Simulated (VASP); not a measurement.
Input of a VASP 6.6.1 run:

File INCAR:

```
SYSTEM = SnO2
ALGO = Normal
EDIFF = 1E-6
ENCUT = 520
GGA = CA
ISIF = 2
ISMEAR = 0
LASPH = .True.
LCHARG = .False.
LREAL = .False.
LWAVE = .False.
NBANDS = 35
NELM = 80
PREC = Accurate
SIGMA = 0.05
```

File KPOINTS:

```
k-points
0
Gamma
  10 10 10
  0 0 0
```

The input POSCAR:

```
SnO2
1.0
   -1.9861130365      1.9861130365      5.0901677903
    1.9861130365     -1.9861130365      5.0901677903
    1.9861130365      1.9861130365     -5.0901677903
Sn O
2 4
Direct
    0.7003323653      0.2500000000      0.4503323653
    0.0496676347      0.0000000000      0.0496676347
    0.7214731811      0.7969975834     -0.0755244023
    1.0285268189      0.4530024166      0.5755244023
    0.1741226993      0.2030024166     -0.0288797173
    0.5758773007      0.0469975834      0.5288797173
```

Potentials or basis: VASP PAW LDA potentials, release 64 (Sn_d, O).

Run with:

```sh
$ cat potpaw_LDA.64/Sn_d/POTCAR potpaw_LDA.64/O/POTCAR > POTCAR
$ mpirun -np 1 vasp_std > vasp.out
```

(1) Estimate the band gap on the k mesh.

(2) Predict the pressure.

(3) Predict the largest force.

Results:

(1) 1.36 eV (least direct gap 1.86 eV).

(2) 0.1 GPa.

(3) 2.220 eV/Å.

Caveat: the cell differs from its parent crystal (atoms displaced along a vibrational mode); spin-orbit coupling is left out, which moves the levels of the heavy elements; forces of over 1 eV/Å act on the atoms, so gaps and moduli don't describe the material at rest.
